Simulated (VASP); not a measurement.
# Be2C (Fm-3m) in VASP: single point with PBE

Aim: the single point of Be2C with PBE.

All numbers are computed with VASP 6.6.1; they aren't measurements. Logs are shortened: lines on timing, memory, paths and dates and some standing lists are left out, and cuts for length are marked.

### Step 1. The cell of the first run

It takes space group Fm-3m (No. 225, cubic). Conventional cell: a = 4.329 Å, b = 4.329 Å, c = 4.329 Å, α = 90.00°, β = 90.00°, γ = 90.00°. Within 2.5 Å of Be (site symmetry -43m) lie 4 C at 1.87 Å and 6 Be at 2.16 Å. C (site symmetry m-3m) has 8 Be at 1.87 Å within 2.5 Å.

### Step 2. Single point, PBE

File INCAR:

```
PREC     = Accurate       # precision mode
ENCUT    = 600            # plane-wave cutoff, eV
EDIFF    = 1E-6           # SCF threshold, eV
ISMEAR   = -1             # smearing method
SIGMA    = 0.0184         # smearing width, eV
LREAL    = F              # projectors in reciprocal space
LASPH    = T              # aspherical terms in the spheres
NELM     = 120            # most SCF steps
ALGO     = Normal         # electronic algorithm
ISIF     = 2              # what is computed and relaxed
LWAVE    = F              # write WAVECAR
LCHARG   = F              # write CHGCAR
GGA      = PE             # functional
NBANDS   = 11             # bands
GGA_COMPAT= F
```

File KPOINTS:

```
Automatic mesh
0
Gamma
  10 10 10
```

File POSCAR:

```
Be2C
1.0
    0.0000000000      2.1644920000      2.1644920000
    2.1644920000      0.0000000000      2.1644920000
    2.1644920000      2.1644920000      0.0000000000
Be C
2 1
Direct
    0.2500000000      0.2500000000      0.2500000000
    0.7500000000      0.7500000000      0.7500000000
    0.0000000000      0.0000000000      0.0000000000
```

Potentials or basis: VASP PAW PBE potentials, release 64 (Be, C).

Launch:

```console
$ cat potpaw_PBE.64/Be/POTCAR potpaw_PBE.64/C/POTCAR > POTCAR
$ mpirun -np 1 vasp_std > vasp.out
```

OUTCAR:

```text
PREC = Accurate
   ENCUT = 600
   EDIFF = 1E-6
   ISMEAR = -1
   LREAL = F
   LASPH = T
   NELM = 120
   ISIF = 2
   GGA = PE

 ion  position               nearest neighbor table
   1  0.250  0.250  0.250-   3 1.87   3 1.87   3 1.87   3 1.87   2 2.16   2 2.16   2 2.16   2 2.16
                             2 2.16   2 2.16
   2  0.750  0.750  0.750-   3 1.87   3 1.87   3 1.87   3 1.87   1 2.16   1 2.16   1 2.16   1 2.16
                             1 2.16   1 2.16
   3  0.000  0.000  0.000-   2 1.87   2 1.87   2 1.87   1 1.87   2 1.87   1 1.87   1 1.87   1 1.87

  LATTYP: Found a face centered cubic cell.
 ALAT       =     4.3289840000

  Lattice vectors:

 A1 = (   0.0000000000,   2.1644920000,   2.1644920000)
 A2 = (   2.1644920000,   0.0000000000,   2.1644920000)
 A3 = (   2.1644920000,   2.1644920000,   0.0000000000)

Analysis of symmetry for initial positions (statically):
=====================================================================
 Subroutine PRICEL returns:
 Original cell was already a primitive cell.

 Routine SETGRP: Setting up the symmetry group for a
 face centered cubic supercell.

 Subroutine GETGRP returns: Found 48 space group operations
 (whereof 48 operations were pure point group operations)
 out of a pool of 48 trial point group operations.

The static configuration has the point symmetry O_h .

Analysis of symmetry for dynamics (positions and initial velocities):
=====================================================================
 Subroutine PRICEL returns:
 Original cell was already a primitive cell.

 Routine SETGRP: Setting up the symmetry group for a
 face centered cubic supercell.

 Subroutine GETGRP returns: Found 48 space group operations
 (whereof 48 operations were pure point group operations)
 out of a pool of 48 trial point group operations.

The dynamic configuration has the point symmetry O_h .

 Subroutine INISYM returns: Found 48 space group operations
 (whereof 48 operations are pure point group operations),
 and found     1 'primitive' translations

----------------------------------------------------------------------------------------

                                     Primitive cell

  volume of cell :      20.2814

  direct lattice vectors                    reciprocal lattice vectors
     0.000000000  2.164492000  2.164492000    -0.231001085  0.231001085  0.231001085
     2.164492000  0.000000000  2.164492000     0.231001085 -0.231001085  0.231001085
     2.164492000  2.164492000  0.000000000     0.231001085  0.231001085 -0.231001085

  length of vectors
     3.061053942  3.061053942  3.061053942     0.400105615  0.400105615  0.400105615

  position of ions in fractional coordinates (direct lattice)
     0.250000000  0.250000000  0.250000000
     0.750000000  0.750000000  0.750000000
     0.000000000  0.000000000  0.000000000

  ion indices of the primitive-cell ions
   primitive index   ion index
                 1           1
                 2           2
                 3           3

----------------------------------------------------------------------------------------

 KPOINTS: Automatic mesh

Automatic generation of k-mesh.
 Grid dimensions read from file:
 generate k-points for:   10   10   10

 Generating k-lattice:

  Cartesian coordinates                     Fractional coordinates (reciprocal lattice)
    -0.023100108  0.023100108  0.023100108     0.100000000  0.000000000  0.000000000
     0.023100108 -0.023100108  0.023100108     0.000000000  0.100000000  0.000000000
     0.023100108  0.023100108 -0.023100108     0.000000000  0.000000000  0.100000000

  Length of vectors
     0.040010562  0.040010562  0.040010562

  Shift w.r.t. Gamma in fractional coordinates (k-lattice)
     0.000000000  0.000000000  0.000000000

 Subroutine IBZKPT returns following result:
 ===========================================

 Found     47 irreducible k-points:

 Following reciprocal coordinates:
            Coordinates               Weight
  0.000000  0.000000  0.000000      1.000000
  0.100000  0.000000  0.000000      8.000000
  0.200000  0.000000  0.000000      8.000000
  0.300000  0.000000  0.000000      8.000000
  0.400000  0.000000  0.000000      8.000000
  0.500000  0.000000  0.000000      4.000000
[... 16 lines left out ...]
  0.300000  0.300000  0.000000      6.000000
  0.400000  0.300000  0.000000     24.000000
 [... further k-points ...]
   k-points           NKPTS =     47   k-points in BZ     NKDIM =     47   number of bands    NBANDS=     11
   number of dos      NEDOS =    301   number of ions     NIONS =      3
   total plane-waves  NPLWV =  13824
   dimension x,y,z NGX =    24 NGY =   24 NGZ =   24
   dimension x,y,z NGXF=    48 NGYF=   48 NGZF=   48
   ions per type =               2   1
   NGX,Y,Z   is equivalent  to a cutoff of  13.03, 13.03, 13.03 a.u.
   NGXF,Y,Z  is equivalent  to a cutoff of  26.07, 26.07, 26.07 a.u.
 SYSTEM =  unknown system
   PREC   = accura    normal or accurate (medium, high low for compatibility)
   ISTART =      0    job   : 0-new  1-cont  2-samecut
   ICHARG =      2    charge: 1-file 2-atom 10-const
   ISPIN  =      1    spin polarized calculation?
   LNONCOLLINEAR =      F non collinear calculations
   LSORBIT =      F    spin-orbit coupling
   LASPH  =      T    aspherical Exc in radial PAW
   ENCUT  =  600.0 eV  44.10 Ry    6.64 a.u.   6.11  6.11  6.11*2*pi/ulx,y,z
   NELM   =    120;   NELMIN=  2; NELMDL= -5     # of ELM steps
   EDIFF  = 0.1E-05   stopping-criterion for ELM
   LREAL  =      F    real-space projection
   EDIFFG = 0.1E-04   stopping-criterion for IOM
   NSW    =      0    number of steps for IOM
   IBRION =     -1    ionic relax: 0-MD 1-quasi-New 2-CG
   NFREE  =      0    steps in history (QN), initial steepest desc. (CG)
   ISIF   =      2    stress and relaxation
   ISYM   =      2    0-nonsym 1-usesym 2-fastsym
   POTIM  = 0.5000    time-step for ionic-motion
   TEBEG  =    0.0;   TEEND  =   0.0 temperature during run
   PSTRESS=    0.0 pullay stress
   NELECT =       8.0000    total number of electrons
   NUPDOWN=      -1.0000    fix difference up-down
   EMIN   =  10.00;   EMAX   =-10.00  energy-range for DOS
   EFERMI =   0.00;   METHOD = LEGACY
   ISMEAR =    -1;   SIGMA  =   0.02  broadening in eV -4-tet -1-fermi 0-gaus
   EFERMI_NEDOS =   21; number of points for ismear=-14 and -15
   IALGO  =     38    algorithm
   IMIX   =      4    mixing-type and parameters
     AMIX     =   0.40;   BMIX     =  1.00
     AMIX_MAG =   1.60;   BMIX_MAG =  1.00
  volume/ion in A,a.u.               =       6.76        45.62
  Fermi-wavevector in a.u.,A,eV,Ry     =   1.200620  2.268842 19.612634  1.441488
  Thomas-Fermi vector in A             =   2.336451
   LORBIT       =      0    0 simple, 1 ext, 2 COOP (PROOUT), +10 PAW based schemes
   GGA     = PE    functional components
   LHFCALC =     F    Hartree Fock is set to
   AEXX    =    0.0000 exact exchange contribution
   IVDW    =     0    specifies the selected vdW correction
   LEPSILON=     F    determine dielectric tensor
   LRPA    =     F    only Hartree local field effects (RPA)
 non-spin polarized calculation
  energy-cutoff  :      600.00
  volume of cell :       20.28
 maximum number of plane-waves:       700
   NGX = 13   NGY = 13   NGZ = 13

 number of electron       8.0000000 magnetization

 Free energy of the ion-electron system (eV)
  ---------------------------------------------------
  ext. energy  EPLUGINS =         0.00000000
  ---------------------------------------------------
  free energy    TOTEN  =       -17.45697820 eV

  energy without entropy =      -17.45697820  energy(sigma->0) =      -17.45697820

 E-fermi :   8.1151     XC(G=0): -11.4391

 val. band max:        7.7302643212   @ k =   0.0000   0.0000   0.0000
 cond. band min:       8.8879777463   @ k =   0.5000   0.5000   0.0000
 fundamental gap:      1.1577134252
 Fermi energy:         8.1150728663

 k-point     1 :       0.0000    0.0000    0.0000
  band No.  band energies     occupation
      1      -7.3105      2.00000
      2       7.7303      2.00000
      3       7.7303      2.00000
      4       7.7303      2.00000
      5      11.8588      0.00000
      6      11.8588      0.00000
      7      11.8588      0.00000
      8      14.4823      0.00000
      9      20.9006      0.00000
     10      20.9006      0.00000
     11      20.9006      0.00000

 k-point     2 :       0.1000    0.0000    0.0000
  band No.  band energies     occupation
      1      -7.1510      2.00000
      2       6.4066      2.00000
      3       7.4259      2.00000
      4       7.4259      2.00000
      5      12.3025      0.00000
      6      12.3025      0.00000
      7      12.6855      0.00000
      8      14.8643      0.00000
      9      19.8494      0.00000
     10      19.8494      0.00000
     11      21.2842      0.00000

 k-point     3 :       0.2000    0.0000    0.0000
  band No.  band energies     occupation
      1      -6.6783      2.00000
      2       4.0755      2.00000
      3       6.8406      2.00000
      4       6.8406      2.00000
      5      13.0439      0.00000
      6      13.0439      0.00000
      7      13.5860      0.00000
      8      15.8535      0.00000
      9      18.9326      0.00000
     10      18.9326      0.00000
     11      22.3449      0.00000
[... 267 lines left out ...]
 k-point    23 :       0.3000    0.3000    0.0000
  band No.  band energies     occupation
      1      -5.4944      2.00000
      2       3.6331      2.00000
      3       4.0506      2.00000
      4       4.0506      2.00000
      5      10.7864      0.00000
      6      12.8805      0.00000
      7      17.3155      0.00000
      8      17.3155      0.00000
      9      20.6812      0.00000
     10      25.1123      0.00000
     11      25.1123      0.00000

 k-point    24 :       0.4000    0.3000    0.0000
  band No.  band energies     occupation
      1      -4.8314      2.00000
      2       2.2449      2.00000
      3       3.5582      2.00000
      4       3.7107      2.00000
      5      10.4551      0.00000
      6      13.4913      0.00000
      7      18.0043      0.00000
      8      18.1526      0.00000
      9      21.6157      0.00000
     10      24.6515      0.00000
     11      25.3691      0.00000

 [... further k-points ...]
[... 5 lines left out ...]
  --------------------------------------------------------------------------------------
  -------------------------------------------------------------------------------------
  Total        0.0226706      0.0226706      0.0226706      0.0000000      0.0000000     -0.0000000
  in kB        1.7909153      1.7909153      1.7909153      0.0000000      0.0000000     -0.0000000
  external PRESSURE =       1.7909153 kB  Pullay stress =       0.0000000 kB

 VOLUME and BASIS-vectors are now :
 -----------------------------------------------------------------------------
  energy-cutoff  :      600.00
  volume of cell :       20.28
      direct lattice vectors                 reciprocal lattice vectors
     0.000000000  2.164492000  2.164492000    -0.231001085  0.231001085  0.231001085
     2.164492000  0.000000000  2.164492000     0.231001085 -0.231001085  0.231001085
     2.164492000  2.164492000  0.000000000     0.231001085  0.231001085 -0.231001085

 POSITION                                       TOTAL-FORCE (eV/Angst)
 -----------------------------------------------------------------------------------
      1.08225      1.08225      1.08225        -0.000000      0.000000      0.000000
      3.24674      3.24674      3.24674        -0.000000     -0.000000     -0.000000
      0.00000      0.00000      0.00000         0.000000     -0.000000      0.000000
 -----------------------------------------------------------------------------------
    total drift:                               -0.000000     -0.000000      0.000000

  FREE ENERGIE OF THE ION-ELECTRON SYSTEM (eV)
  ---------------------------------------------------
  free  energy   TOTEN  =       -17.4569782034 eV

  energy  without entropy=      -17.4569782034  energy(sigma->0) =      -17.45697820
```

It took 25 s on 1 thread of AMD EPYC 7R43 (Zen 3), shared host; peak memory 0.1 GiB.

Results:

* Free energy: -17.4570 eV
* Pressure: 0.2 GPa
* Band gap on the k mesh: 1.16 eV, indirect (least direct gap 4.13 eV)

A k mesh can miss the band edges. Expect the measured gap to be larger: semilocal functionals such as PBE lack the derivative discontinuity.
